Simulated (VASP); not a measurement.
Runs of VASP 6.6.1 on MnS. The structure is that of space group Fm-3m (No. 225), or close to it. The cells are those of the table. 

```tsv
task	cell	cutoff (eV)	gap on the mesh (eV)	pressure (GPa)	moment (μB)
single point	a = 3.690 Å, angles 60.0°, 2 atoms	520	(a)	3.3	5.00
single point	a = 3.747 Å, angles 60.0°, 2 atoms	520	0.76	-0.5	5.00
single point	a = 3.665 Å, angles 60.0°, 2 atoms	520	0.33	(d)	4.99
single point	a = 3.642 Å, angles 60.0°, 2 atoms	520	0.20	(c)	4.99
relaxation of cell and atoms	relaxed from a = 3.683 Å, angles 60.0°, 2 atoms	600	(b)	0.0	5.00
single point	a = 3.717 Å, angles 60.0°, 2 atoms	520	0.62	1.4	5.00
relaxation of cell and atoms	relaxed to 8 GPa from a = 3.683 Å, angles 60.0°, 2 atoms	600	0.14	8.0	4.99
```

Alike in all rows: level PBE+U; potentials or basis VASP PAW PBE potentials, release 64 (Mn_pv, S); spin collinear, ferromagnetic start; Mn d U = 4.4 eV, J = 0.9 eV; k mesh 11 × 11 × 11; smearing fermi-dirac 0.1 eV.

Problem. Fill in the values left out.

Solution. (a) 0.47; (b) 0.72; (c) 7.2; (d) 5.3.

Caveats: semilocal functionals underestimate gaps, and a narrow one can read as zero; an odd mesh through Γ misses points on the zone boundary, where band edges can lie; a cell with one magnetic atom can't hold antiferromagnetic order, which such compounds often take; the cell stands under pressure (at least some runs); the cell is relaxed towards a set pressure, so the run minimises the enthalpy, not the energy (at least some runs); the smearing spreads over this small gap (at least some runs).
